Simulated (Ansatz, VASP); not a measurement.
## Two plane-wave programs on PbS

```
Pb S
1.0
     0.00000    3.00423    3.00423
     3.00423    0.00000    3.00423
     3.00423    3.00423    0.00000
Pb S
1 1
Cartesian
  0.0000 0.0000 0.0000
  3.0042 3.0042 3.0042
```

Alike in both runs: functional PBE; k mesh 13 × 13 × 13; occupations fermi-dirac, width 0.08 eV; no spin polarisation.

Ansatz relaxed the structure, and its values are those at the end. VASP's run is a single point on that final structure, the one shown.

|  | VASP | Ansatz |
| --- | --- | --- |
| version | VASP 6.6.1 | Ansatz 0.2.0 |
| potentials or method | VASP PAW PBE potentials, release 64 (Pb_d, S) | PAW with Ansatz's default frozen-core files, scalar-relativistic |
| plane-wave cutoff (eV) | 520 | 420 |
| valence electrons in the cell | 20 | 20 |

```csv
,VASP,Ansatz,Ansatz less VASP
pressure (GPa),-0.1,0.0,+0.07
```

Neither program's run includes spin-orbit coupling.
